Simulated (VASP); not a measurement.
Input of a VASP 6.6.1 run:

The input INCAR:

```
  ALGO = Normal
  EDIFF = 1E-6
  ENCUT = 520
  GGA = PE
  ISIF = 2
  ISMEAR = 0
  LASPH = T
  LCHARG = F
  LREAL = F
  LWAVE = F
  NBANDS = 22
  NELM = 100
  PREC = Accurate
  SIGMA = 0.1
```

The input KPOINTS:

```
k-points
0
Gamma
  21 21 12
```

POSCAR

```
Rh
1.0
    2.7111651778      0.0000000000      0.0000000000
   -1.3555825889      2.3479379178      0.0000000000
    0.0000000000      0.0000000000      4.4725395502
Rh
2
Direct
    0.6666666667      0.3333333333      0.7500000000
    0.3333333333      0.6666666667      0.2500000000
```

Potentials or basis: VASP PAW PBE potentials, release 64 (Rh_pv).

Run with:

```console
$ cat potpaw_PBE.64/Rh_pv/POTCAR > POTCAR
$ mpirun -np 1 vasp_std > vasp.out
```

Q: What does it give for the band gap on the k mesh?

A: Zero (band 15 reaches 11.99 eV, above the bottom of band 16 at 9.72 eV).

Q: Estimate the pressure.

A: -2.3 GPa.

Stress tensor (GPa, compression positive):
```
-0.48  0.00  0.00
 0.00 -0.48  0.00
 0.00  0.00 -6.09
```

Caveat: the cell differs from its parent crystal (uniaxial strain along c: +2.0 %).
